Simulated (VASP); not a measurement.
Runs of VASP 6.6.1 on BeTe. The structure is that of space group F-43m (No. 216), or close to it. The cells are those of the table. 

```tsv
task	cell	cutoff (eV)	ions in elastic constants	gap on the mesh (eV)	pressure (GPa)
relaxation of cell and atoms	relaxed to 4 GPa from a = 3.964 Å, angles 60.0°, 2 atoms	600	-	1.67	4.0
relaxation of cell and atoms	relaxed to 10 GPa from a = 3.964 Å, angles 60.0°, 2 atoms	600	-	1.48	10.0
single point	a = 3.886 Å, angles 60.0°, 2 atoms	520	-	1.66	4.3
single point	a = 3.839 Å, angles 60.0°, 2 atoms	520	-	(b)	(a)
relaxation of cell and atoms	relaxed to 15 GPa from a = 3.964 Å, angles 60.0°, 2 atoms	600	-	1.33	15.0
single point	a = 3.923 Å, angles 60.0°, 2 atoms	520	-	1.74	2.2
```

Alike in all rows: level PBEsol; potentials or basis VASP PAW PBE potentials, release 64 (Be, Te); no spin polarisation; k mesh 8 × 8 × 8; smearing gaussian 0.01 eV.

Problem. Estimate the missing entries.

Solution. (a) 7.3; (b) 1.56.

Caveats: the PAW data sets were made with another functional, which shifts forces and pressure a little; spin-orbit coupling is left out, which moves the levels of the heavy elements; the cell is relaxed towards a set pressure, so the enthalpy falls and the energy may rise (some runs).

A k mesh can miss the band edges, and the runs leave out spin-orbit coupling on Te.
